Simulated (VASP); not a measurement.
# Co (Pm-3n) in VASP: further runs

Co is run at these levels: PBE; tasks: single point.

Everything below comes from runs of VASP 6.6.1. Logs are shortened: lines on timing, memory, paths and dates and some standing lists are left out, and cuts for length are marked.

**1. The cell of the first run**

It takes space group Pm-3n (No. 223, cubic). The conventional cell has a = 4.397 Å, b = 4.397 Å, c = 4.397 Å, α = 90.00°, β = 90.00°, γ = 90.00°. Within 3.2 Å of Co (site symmetry m-3) lie 12 Co at 2.46 Å. Within 2.9 Å of Co (site symmetry -4m2) lie 14 Co at 2.20 to 2.69 Å.

**2. Single point, PBE**

INCAR reads:

```
PREC = Accurate ; ENCUT = 520
EDIFF = 1E-6 ; ISMEAR = -1
SIGMA = 0.1 ; LREAL = False
LASPH = True ; NELM = 60
ALGO = Normal ; ISIF = 2
LWAVE = False ; LCHARG = True
GGA = PE ; LELF = True
LVHAR = True ; NBANDS = 46
```

KPOINTS reads:

```
regular mesh
0
Gamma
  6 6 6
```

POSCAR reads:

```
Co
1.0
    4.3974208911      0.0000000000      0.0000000000
    0.0000000000      4.3974208911      0.0000000000
    0.0000000000      0.0000000000      4.3974208911
Co
8
Direct
    0.0000000000      0.0000000000      0.0000000000
    0.5000000000      0.5000000000      0.5000000000
    0.2500000000      1.0000000000      0.5000000000
    0.7500000000      0.0000000000      0.5000000000
    0.5000000000      0.2500000000      0.0000000000
    0.5000000000      0.7500000000      1.0000000000
    1.0000000000      0.5000000000      0.2500000000
    1.0000000000      0.5000000000      0.7500000000
```

Potentials or basis: VASP PAW PBE potentials, release 64 (Co).

Launch:

```sh
> cat potpaw_PBE.64/Co/POTCAR > POTCAR
> mpirun -np 1 vasp_std > vasp.out
```

OUTCAR:

```text
PREC = Accurate
   ENCUT = 520
   EDIFF = 1E-6
   ISMEAR = -1
   LREAL = False
   LASPH = True
   NELM = 60
   ISIF = 2
   GGA = PE

 ion  position               nearest neighbor table
   1  0.000  0.000  0.000-   3 2.46   4 2.46   5 2.46   6 2.46   7 2.46   8 2.46   3 2.46   4 2.46
                             7 2.46   8 2.46   5 2.46   6 2.46
   2  0.500  0.500  0.500-   3 2.46   4 2.46   5 2.46   6 2.46   7 2.46   8 2.46   5 2.46   6 2.46
                             3 2.46   4 2.46   7 2.46   8 2.46
   3  0.250  0.000  0.500-   4 2.20   4 2.20   1 2.46   1 2.46   2 2.46   2 2.46   8 2.69   7 2.69
                             8 2.69   7 2.69   6 2.69   5 2.69   5 2.69   6 2.69
   4  0.750  0.000  0.500-   3 2.20   3 2.20   1 2.46   1 2.46   2 2.46   2 2.46   8 2.69   7 2.69
                             8 2.69   7 2.69   6 2.69   5 2.69   5 2.69   6 2.69
   5  0.500  0.250  0.000-   6 2.20   6 2.20   1 2.46   2 2.46   2 2.46   1 2.46   8 2.69   7 2.69
                             7 2.69   8 2.69   3 2.69   4 2.69   3 2.69   4 2.69
   6  0.500  0.750  0.000-   5 2.20   5 2.20   1 2.46   2 2.46   2 2.46   1 2.46   8 2.69   7 2.69
                             7 2.69   8 2.69   3 2.69   4 2.69   3 2.69   4 2.69
   7  0.000  0.500  0.250-   8 2.20   8 2.20   1 2.46   2 2.46   1 2.46   2 2.46   3 2.69   4 2.69
                             5 2.69   3 2.69   4 2.69   6 2.69   5 2.69   6 2.69
   8  0.000  0.500  0.750-   7 2.20   7 2.20   1 2.46   2 2.46   1 2.46   2 2.46   3 2.69   4 2.69
                             5 2.69   3 2.69   4 2.69   6 2.69   5 2.69   6 2.69

  LATTYP: Found a simple cubic cell.
 ALAT       =     4.3974208911

  Lattice vectors:

 A1 = (   4.3974208911,   0.0000000000,   0.0000000000)
 A2 = (   0.0000000000,   4.3974208911,   0.0000000000)
 A3 = (   0.0000000000,   0.0000000000,   4.3974208911)

Analysis of symmetry for initial positions (statically):
=====================================================================
 Subroutine PRICEL returns:
 Original cell was already a primitive cell.

 Routine SETGRP: Setting up the symmetry group for a
 simple cubic supercell.

 Subroutine GETGRP returns: Found 48 space group operations
 (whereof 24 operations were pure point group operations)
 out of a pool of 48 trial point group operations.

The static configuration has the point symmetry T_h .
 The point group associated with its full space group is O_h .

Analysis of symmetry for dynamics (positions and initial velocities):
=====================================================================
 Subroutine PRICEL returns:
 Original cell was already a primitive cell.

[... 122 lines left out ...]
   ISYM   =      2    0-nonsym 1-usesym 2-fastsym
   POTIM  = 0.5000    time-step for ionic-motion
   TEBEG  =    0.0;   TEEND  =   0.0 temperature during run
   PSTRESS=    0.0 pullay stress
   NELECT =      72.0000    total number of electrons
   NUPDOWN=      -1.0000    fix difference up-down
   EMIN   =  10.00;   EMAX   =-10.00  energy-range for DOS
   EFERMI =   0.00;   METHOD = LEGACY
   ISMEAR =    -1;   SIGMA  =   0.10  broadening in eV -4-tet -1-fermi 0-gaus
   EFERMI_NEDOS =   21; number of points for ismear=-14 and -15
   IALGO  =     38    algorithm
   IMIX   =      4    mixing-type and parameters
     AMIX     =   0.40;   BMIX     =  1.00
     AMIX_MAG =   1.60;   BMIX_MAG =  1.00
  volume/ion in A,a.u.               =      10.63        71.73
  Fermi-wavevector in a.u.,A,eV,Ry     =   1.548772  2.926756 32.636244  2.398696
  Thomas-Fermi vector in A             =   2.653675
   LORBIT       =      0    0 simple, 1 ext, 2 COOP (PROOUT), +10 PAW based schemes
   GGA     = PE    functional components
   LHFCALC =     F    Hartree Fock is set to
   AEXX    =    0.0000 exact exchange contribution
   IVDW    =     0    specifies the selected vdW correction
   LEPSILON=     F    determine dielectric tensor
   LRPA    =     F    only Hartree local field effects (RPA)
 non-spin polarized calculation
  energy-cutoff  :      520.00
  volume of cell :       85.03
 maximum number of plane-waves:      2320
 NGX is ok and might be reduce to    36
   NGX = 17   NGY = 17   NGZ = 17

 number of electron      72.0000070 magnetization

 Free energy of the ion-electron system (eV)
  ---------------------------------------------------
  ext. energy  EPLUGINS =         0.00000000
  ---------------------------------------------------
  free energy    TOTEN  =       -53.55821882 eV

  energy without entropy =      -52.74101050  energy(sigma->0) =      -53.14961466

 E-fermi :  10.4696     XC(G=0): -13.5267

 val. band max:       10.4683860770   @ k =   0.3333   0.3333   0.3333
 cond. band min:      10.4729568737   @ k =   0.1667   0.1667   0.1667
 fundamental gap:      0.0045707967
 Fermi energy:        10.4695502773

 k-point     1 :       0.0000    0.0000    0.0000
  band No.  band energies     occupation
      1       1.5274      2.00000
      2       5.7090      2.00000
      3       5.7090      2.00000
      4       6.4170      2.00000
      5       6.7479      2.00000
      6       6.7479      2.00000
[... 969 lines left out ...]
     45      11.4965      0.00007
     46      11.4965      0.00007

------------------------ aborting loop because EDIFF is reached ----------------------------------------

  FORCE on cell =-STRESS in cart. coord.  units (eV):
  Direction    XX          YY          ZZ          XY          YZ          ZX
  --------------------------------------------------------------------------------------
  -------------------------------------------------------------------------------------
  Total       -0.4646291     -0.4646291     -0.4646291      0.0000000     -0.0000000     -0.0000000
  in kB       -8.7543288     -8.7543288     -8.7543288      0.0000000     -0.0000000     -0.0000000
  external PRESSURE =      -8.7543288 kB  Pullay stress =       0.0000000 kB

 VOLUME and BASIS-vectors are now :
 -----------------------------------------------------------------------------
  energy-cutoff  :      520.00
  volume of cell :       85.03
      direct lattice vectors                 reciprocal lattice vectors
     4.397420891  0.000000000  0.000000000     0.227406024  0.000000000  0.000000000
     0.000000000  4.397420891  0.000000000     0.000000000  0.227406024  0.000000000
     0.000000000  0.000000000  4.397420891     0.000000000  0.000000000  0.227406024

 POSITION                                       TOTAL-FORCE (eV/Angst)
 -----------------------------------------------------------------------------------
      0.00000      0.00000      0.00000        -0.000000      0.000000     -0.000000
      2.19871      2.19871      2.19871        -0.000000      0.000000     -0.000000
      1.09936      0.00000      2.19871         0.000000     -0.000000     -0.000000
      3.29807      0.00000      2.19871        -0.000000     -0.000000      0.000000
      2.19871      1.09936      0.00000        -0.000000     -0.000000      0.000000
      2.19871      3.29807      0.00000         0.000000      0.000000      0.000000
      0.00000      2.19871      1.09936        -0.000000      0.000000     -0.000000
      0.00000      2.19871      3.29807         0.000000      0.000000      0.000000
 -----------------------------------------------------------------------------------
    total drift:                                0.000000      0.000000     -0.000000

  FREE ENERGIE OF THE ION-ELECTRON SYSTEM (eV)
  ---------------------------------------------------
  free  energy   TOTEN  =       -53.5582188193 eV

  energy  without entropy=      -52.7410105048  energy(sigma->0) =      -53.14961466
```

OSZICAR:

```text
N       E                     dE             d eps       ncg     rms          rms(c)
DAV:   1     0.561826943182E+03    0.56183E+03   -0.30917E+04  1848   0.213E+03
DAV:   2    -0.102991631530E+02   -0.57213E+03   -0.55419E+03  1852   0.417E+02
DAV:   3    -0.603667021896E+02   -0.50068E+02   -0.43841E+02  1960   0.160E+02
DAV:   4    -0.628682753915E+02   -0.25016E+01   -0.23093E+01  2220   0.359E+01
DAV:   5    -0.629505466935E+02   -0.82271E-01   -0.81936E-01  2626   0.498E+00    0.290E+01
DAV:   6    -0.554002390212E+02    0.75503E+01   -0.93519E+01  1950   0.961E+01    0.142E+01
DAV:   7    -0.725861974233E+02   -0.17186E+02   -0.37980E+01  2262   0.124E+02    0.595E+01
DAV:   8    -0.535133120779E+02    0.19073E+02   -0.33000E+01  2254   0.626E+01    0.526E+00
DAV:   9    -0.536305355738E+02   -0.11722E+00   -0.24573E+00  1976   0.152E+01    0.277E+00
DAV:  10    -0.535618883712E+02    0.68647E-01   -0.20131E-01  2196   0.453E+00    0.606E-01
DAV:  11    -0.535595180391E+02    0.23703E-02   -0.18060E-02  2148   0.153E+00    0.536E-01
DAV:  12    -0.535582775639E+02    0.12405E-02   -0.35551E-03  2282   0.978E-01    0.131E-01
DAV:  13    -0.535582430811E+02    0.34483E-04   -0.42873E-04  2138   0.226E-01    0.558E-02
DAV:  14    -0.535582271327E+02    0.15948E-04   -0.40481E-04  2152   0.181E-01    0.277E-02
DAV:  15    -0.535582203105E+02    0.68222E-05   -0.60432E-05  1976   0.828E-02    0.111E-02
DAV:  16    -0.535582186996E+02    0.16109E-05   -0.25823E-06  1302   0.168E-02    0.254E-03
DAV:  17    -0.535582188193E+02   -0.11966E-06   -0.41613E-07   992   0.509E-03
   1 F= -.53558219E+02 E0= -.53149615E+02  d E =-.817208E+00
```

stdout:

```text
POSCAR found type information on POSCAR Co
 POSCAR found :  1 types and       8 ions
 scaLAPACK will be used
 LDA part: xc-table for (Slater+PW92), standard interpolation
 POSCAR, INCAR and KPOINTS ok, starting setup
 FFT: planning ... GRIDC
 FFT: planning ... GRID_SOFT
 FFT: planning ... GRID
 WAVECAR not read
 entering main loop
```

It took 5 min on 1 thread of AMD EPYC 7R13, shared host; peak memory 0.19 GiB.

What came out:

```
Free energy            : -53.5582 eV
Pressure               : -0.9 GPa
Band gap on the k mesh : zero (band 36 reaches 10.64 eV, above the bottom of band 37 at 10.42 eV)
```

Caveat: the run has no spin polarisation, though such a crystal can be magnetic.

**3. Single point, PBE**

INCAR reads:

```
SYSTEM = Co
ALGO = Normal ; EDIFF = 1E-6
ENCUT = 520 ; GGA = PE
ISIF = 2 ; ISMEAR = -1
LASPH = .True. ; LCHARG = .False.
LREAL = .False. ; LWAVE = .False.
NBANDS = 46 ; NELM = 100
PREC = Accurate ; SIGMA = 0.1
```

KPOINTS reads:

```
k-points
0
Gamma
  8 8 8
  0 0 0
```

POSCAR is that of step 2.

Potentials or basis: VASP PAW PBE potentials, release 64 (Co).

Launch:

```sh
> cat potpaw_PBE.64/Co/POTCAR > POTCAR
> mpirun -np 1 vasp_std > vasp.out
```

It took 8.5 min on 1 thread of AMD EPYC 7R13, shared host; peak memory 0.22 GiB.

Results (log left out):

```yaml
Free_energy: -53.5484 eV
Pressure: -0.8 GPa
Band_gap_on_the_k_mesh: zero (band 36 reaches 10.64 eV, above the bottom of band 37 at 10.39 eV)
```

Levels at points of the mesh, in eV from the Fermi level:
```
           k point  band 34  band 35  band 36  band 37  band 38  band 39
(0.00, 0.00, 0.00)    -0.12    -0.12     0.12     0.12     0.12     0.36
(0.50, 0.00, 0.00)    -0.12    -0.12    -0.12    -0.05    -0.05     0.35
(0.50, 0.50, 0.00)    -0.27    -0.09    -0.09     0.00     0.18     0.18
(0.50, 0.50, 0.50)    -0.01    -0.01    -0.01     0.03     0.03     0.03
```

Caveat: the run has no spin polarisation, though such a crystal can be magnetic. Spin polarisation is off, so any magnetic state and its effect on volume and gap are missing.
